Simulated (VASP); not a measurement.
Wanted: the native input for a VASP 6.6.1 run.

```
Task                   : single point
Functional             : PBE
Potentials or basis    : VASP PAW PBE potentials, release 64 (C, Se)
Cutoff                 : 520 eV
k mesh                 : 6 × 6 × 4
Occupations            : gaussian, width 0.01 eV
Spin                   : no spin polarisation
Dipole correction      : no
Further INCAR settings : ALGO = Normal; EDIFF = 1e-07; NBANDS = 25
```

The structure of CSe2 lies in POSCAR:

```
CSe2
1.0
    3.5697670000     -2.9947800000      0.0000000000
    3.5697670000      2.9947800000      0.0000000000
    0.0000000000      0.0000000000      9.4626520000
C Se
2 4
Direct
    0.5000000000      0.5000000000      0.5000000000
    0.0000000000      0.0000000000      0.0000000000
    0.7124220000      0.2875780000      0.6206150000
    0.2875780000      0.7124220000      0.3793850000
    0.7875780000      0.2124220000      0.1206150000
    0.2124220000      0.7875780000      0.8793850000
```

The input as run:

INCAR

```
PREC = Accurate
ENCUT = 520
EDIFF = 1E-7
ISMEAR = 0
SIGMA = 0.01
LREAL = False
LASPH = True
NELM = 80
ALGO = Normal
ISIF = 2
LWAVE = False
LCHARG = False
GGA = PE
NBANDS = 25
```

KPOINTS

```
regular mesh
0
Gamma
  6 6 4
```

Potentials or basis: VASP PAW PBE potentials, release 64 (C, Se).

Command:

```bash
$ cat potpaw_PBE.64/C/POTCAR potpaw_PBE.64/Se/POTCAR > POTCAR
$ mpirun -np 1 vasp_std > vasp.out
```

Results of the run:

The pressure is 0.2 GPa. The largest force is 0.053 eV/Å and the band gap on the k mesh is 2.35 eV, indirect (least direct gap 2.46 eV).

Run time: 3.6 min on 1 thread of Intel(R) Xeon(R) Platinum 8259CL CPU @ 2.50GHz (Skylake/Cascade Lake), with other jobs on the host, peak memory 0.36 GiB.
